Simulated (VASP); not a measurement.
# PbS (Fm-3m) in VASP: single point with HSE06

Aim: the single point of PbS with HSE06.

Everything below comes from runs of VASP 6.6.1. Logs are shortened: lines on timing, memory, paths and dates and some standing lists are left out, and cuts for length are marked.

### 1 The cell of the first run

It takes space group Fm-3m (No. 225, cubic). The conventional cell has a = 5.927 Å, b = 5.927 Å, c = 5.927 Å, α = 90.00°, β = 90.00°, γ = 90.00°. Pb (site symmetry m-3m) has 6 S at 2.96 Å within 3.9 Å. Within 3.9 Å of S (site symmetry m-3m) lie 6 Pb at 2.96 Å.

### 2 Single point, HSE06, non-collinear spin, zero start, spin-orbit coupling

POSCAR reads:

```
PbS
1.0
    0.0000000000      2.9634420000      2.9634420000
    2.9634420000      0.0000000000      2.9634420000
    2.9634420000      2.9634420000      0.0000000000
Pb S
1 1
Direct
    0.0000000000      0.0000000000      0.0000000000
    0.5000000000      0.5000000000      0.5000000000
```

INCAR.step1 reads:

```
SYSTEM = PbS
PREC = Accurate
ENCUT = 520
EDIFF = 1E-5
ISMEAR = -1
SIGMA = 0.1
LREAL = .FALSE.
LASPH = .TRUE.
NELM = 150
ALGO = Normal
ISIF = 2
LWAVE = .TRUE.
LCHARG = .FALSE.
LNONCOLLINEAR = .TRUE.
MAGMOM = 0 0 0 0 0 0
LORBIT = 11
LSORBIT = .TRUE.
GGA_COMPAT = .FALSE.
LORBMOM = .TRUE.
GGA = PE
NBANDS = 32
```

INCAR.step2 reads:

```
SYSTEM = PbS
PREC = Accurate
ENCUT = 520
EDIFF = 1E-6
ISMEAR = -1
SIGMA = 0.1
LREAL = .FALSE.
LASPH = .TRUE.
NELM = 150
ALGO = Normal
ISIF = 2
LWAVE = .FALSE.
LCHARG = .FALSE.
LNONCOLLINEAR = .TRUE.
MAGMOM = 0 0 0 0 0 0
LORBIT = 11
LSORBIT = .TRUE.
GGA_COMPAT = .FALSE.
LORBMOM = .TRUE.
GGA = PE
LHFCALC = .TRUE.
HFSCREEN = 0.2079
PRECFOCK = Normal
ISTART = 1
NBANDS = 32
```

KPOINTS reads:

```
regular mesh
0
G
  3 3 3
  0 0 0
```

Potentials or basis: VASP PAW PBE potentials, release 64 (Pb_d, S).

Started as:

```
$ cat potpaw_PBE.64/Pb_d/POTCAR potpaw_PBE.64/S/POTCAR > POTCAR
$ cp INCAR.step1 INCAR
$ mpirun -np 1 vasp_ncl > vasp.out
$ cp INCAR.step2 INCAR
$ mpirun -np 1 vasp_ncl > vasp.out
```

OUTCAR:

```text
SYSTEM = PbS
   PREC = Accurate
   ENCUT = 520
   EDIFF = 1E-6
   ISMEAR = -1
   LREAL = .FALSE.
   LASPH = .TRUE.
   NELM = 150
   ISIF = 2
   LNONCOLLINEAR = .TRUE.
   LORBIT = 11
   LSORBIT = .TRUE.
   GGA = PE
   LHFCALC = .TRUE.
   HFSCREEN = 0.2079
   PRECFOCK = Normal
   ISTART = 1

 ion  position               nearest neighbor table
   1  0.000  0.000  0.000-   2 2.96   2 2.96   2 2.96   2 2.96   2 2.96   2 2.96
   2  0.500  0.500  0.500-   1 2.96   1 2.96   1 2.96   1 2.96   1 2.96   1 2.96

  LATTYP: Found a face centered cubic cell.
 ALAT       =     5.9268840000

  Lattice vectors:

 A1 = (   0.0000000000,   2.9634420000,   2.9634420000)
 A2 = (   2.9634420000,   0.0000000000,   2.9634420000)
 A3 = (   2.9634420000,   2.9634420000,   0.0000000000)

Analysis of symmetry for initial positions (statically):
=====================================================================
 Subroutine PRICEL returns:
 Original cell was already a primitive cell.

 Routine SETGRP: Setting up the symmetry group for a
 face centered cubic supercell.

 Subroutine GETGRP returns: Found 48 space group operations
 (whereof 48 operations were pure point group operations)
 out of a pool of 48 trial point group operations.

The static configuration has the point symmetry O_h .

Analysis of symmetry for dynamics (positions and initial velocities):
=====================================================================
 Subroutine PRICEL returns:
 Original cell was already a primitive cell.

 Routine SETGRP: Setting up the symmetry group for a
 face centered cubic supercell.

 Subroutine GETGRP returns: Found 48 space group operations
 (whereof 48 operations were pure point group operations)
 out of a pool of 48 trial point group operations.

The dynamic configuration has the point symmetry O_h .

Analysis of structural, dynamic, and magnetic symmetry:
=====================================================================
 Subroutine PRICEL returns:
 Original cell was already a primitive cell.

 Routine SETGRP: Setting up the symmetry group for a
 face centered cubic supercell.

 Subroutine GETGRP returns: Found 48 space group operations
 (whereof 48 operations were pure point group operations)
 out of a pool of 48 trial point group operations.

The overall configuration has the point symmetry O_h .

 Subroutine INISYM returns: Found 48 space group operations
 (whereof 48 operations are pure point group operations),
 and found     1 'primitive' translations

----------------------------------------------------------------------------------------

                                     Primitive cell

  volume of cell :      52.0498

  direct lattice vectors                    reciprocal lattice vectors
     0.000000000  2.963442000  2.963442000    -0.168722722  0.168722722  0.168722722
     2.963442000  0.000000000  2.963442000     0.168722722 -0.168722722  0.168722722
     2.963442000  2.963442000  0.000000000     0.168722722  0.168722722 -0.168722722

  length of vectors
     4.190939868  4.190939868  4.190939868     0.292236326  0.292236326  0.292236326

  position of ions in fractional coordinates (direct lattice)
     0.000000000  0.000000000  0.000000000
     0.500000000  0.500000000  0.500000000

  ion indices of the primitive-cell ions
   primitive index   ion index
                 1           1
                 2           2

----------------------------------------------------------------------------------------

 KPOINTS: regular mesh

Automatic generation of k-mesh.
 Grid dimensions read from file:
 generate k-points for:    3    3    3

 Generating k-lattice:

  Cartesian coordinates                     Fractional coordinates (reciprocal lattice)
    -0.056240907  0.056240907  0.056240907     0.333333333  0.000000000  0.000000000
[... 81 lines left out ...]

 number of electron      19.9999998 magnetization       0.0000001      0.0000001      0.0000001

 number of electron      19.9999998 magnetization      -0.0000000     -0.0000000     -0.0000001

 Free energy of the ion-electron system (eV)
  ---------------------------------------------------
  ext. energy  EPLUGINS =         0.00000000
  ---------------------------------------------------
  free energy    TOTEN  =       -10.86568720 eV

  energy without entropy =      -10.86567532  energy(sigma->0) =      -10.86568126

 E-fermi :   5.8942     XC(G=0):  -8.0703

 val. band max:        4.7188132366   @ k =   0.3333   0.0000   0.0000
 cond. band min:       7.0695229802   @ k =   0.3333   0.0000   0.0000
 fundamental gap:      2.3507097436
 Fermi energy:         5.8941682075

 k-point     1 :       0.0000    0.0000    0.0000
  band No.  band energies     occupation
      1     -14.6180      1.00000
      2     -14.6180      1.00000
      3     -14.6180      1.00000
      4     -14.6180      1.00000
      5     -11.9382      1.00000
      6     -11.9382      1.00000
[... 129 lines left out ...]
     31      16.6967      0.00000
     32      16.6967      0.00000

------------------------ aborting loop because EDIFF is reached ----------------------------------------

  FORCE on cell =-STRESS in cart. coord.  units (eV):
  Direction    XX          YY          ZZ          XY          YZ          ZX
  --------------------------------------------------------------------------------------
  -------------------------------------------------------------------------------------
  Total       -0.1391351     -0.1391351     -0.1391351      0.0000000      0.0000000     -0.0000000
  in kB       -4.2828008     -4.2828008     -4.2828008      0.0000000      0.0000000     -0.0000000
  external PRESSURE =      -4.2828008 kB  Pullay stress =       0.0000000 kB

 VOLUME and BASIS-vectors are now :
 -----------------------------------------------------------------------------
  energy-cutoff  :      520.00
  volume of cell :       52.05
      direct lattice vectors                 reciprocal lattice vectors
     0.000000000  2.963442000  2.963442000    -0.168722722  0.168722722  0.168722722
     2.963442000  0.000000000  2.963442000     0.168722722 -0.168722722  0.168722722
     2.963442000  2.963442000  0.000000000     0.168722722  0.168722722 -0.168722722

 POSITION                                       TOTAL-FORCE (eV/Angst)
 -----------------------------------------------------------------------------------
      0.00000      0.00000      0.00000         0.000000     -0.000000      0.000000
      2.96344      2.96344      2.96344        -0.000000      0.000000     -0.000000
 -----------------------------------------------------------------------------------
    total drift:                               -0.000002     -0.000000     -0.000002

  FREE ENERGIE OF THE ION-ELECTRON SYSTEM (eV)
  ---------------------------------------------------
  free  energy   TOTEN  =       -10.8656872008 eV

  energy  without entropy=      -10.8656753181  energy(sigma->0) =      -10.86568126

 orbital moment (x)

 # of ion     p       d       tot
 ----------------------------------------
  1        -0.000  -0.000  -0.000
  2         0.000   0.000   0.000
 ----------------------------------------
           -0.000  -0.000  -0.000

 orbital moment (y)

 # of ion     p       d       tot
 ----------------------------------------
  1        -0.000  -0.000  -0.000
  2        -0.000   0.000  -0.000
 ----------------------------------------
           -0.000  -0.000  -0.000

 orbital moment (z)

 # of ion     p       d       tot
 ----------------------------------------
  1        -0.000  -0.000  -0.000
  2        -0.000   0.000  -0.000
 ----------------------------------------
           -0.000  -0.000  -0.000

 Spin-Orbit-Coupling matrix elements

 Ion:    1  E_soc:     -0.7215229
 l=   1
     0.0000000    -0.0553515    -0.0553515
    -0.0553515     0.0000000    -0.0553515
    -0.0553515    -0.0553515     0.0000000
 l=   2
     0.0000000    -0.0130299     0.0000000    -0.0130299    -0.0518724
    -0.0130299     0.0000000    -0.0389043    -0.0130300    -0.0129681
     0.0000000    -0.0389043     0.0000000    -0.0389044     0.0000000
    -0.0130299    -0.0130300    -0.0389044     0.0000000    -0.0129681
    -0.0518724    -0.0129681     0.0000000    -0.0129681     0.0000000
 l=   3
     0.0000000     0.0000000     0.0000000     0.0000000     0.0000000     0.0000000     0.0000000
     0.0000000     0.0000000     0.0000000     0.0000000     0.0000000     0.0000000     0.0000000
     0.0000000     0.0000000     0.0000000     0.0000000     0.0000000     0.0000000     0.0000000
     0.0000000     0.0000000     0.0000000     0.0000000     0.0000000     0.0000000     0.0000000
     0.0000000     0.0000000     0.0000000     0.0000000     0.0000000     0.0000000     0.0000000
     0.0000000     0.0000000     0.0000000     0.0000000     0.0000000     0.0000000     0.0000000
     0.0000000     0.0000000     0.0000000     0.0000000     0.0000000     0.0000000     0.0000000

 Ion:    2  E_soc:     -0.0011223
 l=   1
     0.0000000    -0.0001871    -0.0001871
    -0.0001871     0.0000000    -0.0001871
    -0.0001871    -0.0001871     0.0000000
 l=   2
     0.0000000     0.0000000     0.0000000     0.0000000     0.0000000
     0.0000000     0.0000000     0.0000000     0.0000000     0.0000000
     0.0000000     0.0000000     0.0000000     0.0000000     0.0000000
     0.0000000     0.0000000     0.0000000     0.0000000     0.0000000
     0.0000000     0.0000000     0.0000000     0.0000000     0.0000000
 l=   3
     0.0000000     0.0000000     0.0000000     0.0000000     0.0000000     0.0000000     0.0000000
     0.0000000     0.0000000     0.0000000     0.0000000     0.0000000     0.0000000     0.0000000
     0.0000000     0.0000000     0.0000000     0.0000000     0.0000000     0.0000000     0.0000000
     0.0000000     0.0000000     0.0000000     0.0000000     0.0000000     0.0000000     0.0000000
     0.0000000     0.0000000     0.0000000     0.0000000     0.0000000     0.0000000     0.0000000
     0.0000000     0.0000000     0.0000000     0.0000000     0.0000000     0.0000000     0.0000000
     0.0000000     0.0000000     0.0000000     0.0000000     0.0000000     0.0000000     0.0000000

 total charge

# of ion       s       p       d       tot
------------------------------------------
    1        1.488   0.511   9.851  11.850
    2        1.362   2.326   0.000   3.688
--------------------------------------------------
tot          2.850   2.837   9.851  15.539

 magnetization (x)

# of ion       s       p       d       tot
------------------------------------------
    1        0.000   0.000  -0.000   0.000
    2        0.000  -0.000   0.000  -0.000
--------------------------------------------------
tot          0.000   0.000  -0.000   0.000

 magnetization (y)

# of ion       s       p       d       tot
------------------------------------------
    1        0.000   0.000   0.000   0.000
    2        0.000   0.000   0.000   0.000
--------------------------------------------------
tot          0.000   0.000   0.000   0.000

 magnetization (z)

# of ion       s       p       d       tot
------------------------------------------
    1        0.000   0.000   0.000   0.000
    2       -0.000   0.000   0.000  -0.000
--------------------------------------------------
tot         -0.000   0.000   0.000  -0.000
```

Wall time 14 min (1 thread of AMD EPYC 7R43 (Zen 3), shared host); peak memory 0.37 GiB.

What came out:

* Free energy: -10.8657 eV
* Pressure: -0.4 GPa
* Net moment: 0.00 μB per cell
* Valence electrons inside the program's atomic spheres: Pb 11.85; S 3.69

Moments on the atoms (μB; x, y, z):
```
Pb  0.00 0.00 0.00
S   0.00 0.00 0.00
```

Caveat: the k points lie up to 0.61 Å⁻¹ apart; this odd mesh misses L, where the gap lies, so gap, dielectric constants and Born charges aren't listed; the PAW data sets were made with another functional, which shifts forces and pressure a little.
